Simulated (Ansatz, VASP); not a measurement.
# Two plane-wave programs on Mg

The input POSCAR:

```
Mg
1.0
    3.1291528515      0.0000000000      0.0000000000
   -1.5645764257      2.7099258617      0.0000000000
    0.0000000000      0.0000000000      5.0717206404
Mg
2
Direct
    0.3333333333      0.6666666667      0.2500000000
    0.6666666667      0.3333333333      0.7500000000
```

INCAR.step1

```
SYSTEM = Mg
ALGO = Normal
EDIFF = 1E-4
ENCUT = 520
GGA = PE
ISMEAR = -1
LASPH = .TRUE.
LCHARG = .FALSE.
LREAL = .FALSE.
LWAVE = .TRUE.
NBANDS = 9
NELM = 100
PREC = Accurate
SIGMA = 0.08
```

File INCAR.step2:

```
SYSTEM = Mg
ALGO = Normal
EDIFF = 1E-8
ENCUT = 520
ISIF = 2
ISMEAR = -1
ISTART = 1
LASPH = .TRUE.
LCHARG = .FALSE.
LEFG = .TRUE.
LMIXTAU = .TRUE.
LREAL = .FALSE.
LWAVE = .FALSE.
METAGGA = R2SCAN
NBANDS = 9
NELM = 100
PREC = Accurate
SIGMA = 0.08
```

The input KPOINTS:

```
k-points
0
G
  15 15 8
  0 0 0
```

Input for Ansatz:

```yaml
crystal:
  lattice:
    - [3.1291528515, 0.0, 0.0]
    - [-1.5645764257, 2.7099258617, 0.0]
    - [0.0, 0.0, 5.0717206404]
  atoms:
    - { symbol: Mg, position: [0.3333333333, 0.6666666667, 0.25] }
    - { symbol: Mg, position: [0.6666666667, 0.3333333333, 0.75] }
kpoints:
  mp_grid: { grid: [15, 15, 8] }
scf:
  occupations: { method: fermi_dirac, width: 0.08 }
hamiltonian:
  xc: r2scan
  pseudopotentials: { kind: paw }
output:
  forces: true
  stress: true
  eigenvalues: true
  efg: { contact_densities: true }
```

Change from the starting cell: volume scaled by 0.96, PAW files.

Alike in both runs: task electric field gradients; functional r2SCAN; k mesh 15 × 15 × 8; occupations fermi-dirac, width 0.08 eV; no spin polarisation.

```csv
,VASP,Ansatz
version,VASP 6.6.1,Ansatz 0.2.0
potentials or method,"VASP PAW PBE potentials, release 64 (Mg)","PAW with Ansatz's default frozen-core files, scalar-relativistic"
plane-wave cutoff (eV),520,500
valence electrons in the cell,4,20
```

Ansatz gave:

- pressure (GPa): 2.1
- traceless stress, the component that is largest in VASP (GPa): -0.56
- size of Vzz on the site where it differs most (V/Å²): 1.0

**Question.** What did VASP give for the same quantities?

**Answer.** Pressure (GPa): 1.8; traceless stress, the component that is largest in VASP (GPa): -0.56; size of Vzz on the site where it differs most (V/Å²): 0.9.

VASP's potentials were made for PBE, not for r2SCAN. With one functional, cell and mesh, what is left measures potentials, basis and numerics. VASP's potentials hold 4 valence electrons a cell and Ansatz's 20, so a difference there can come from the potentials and not from the codes.
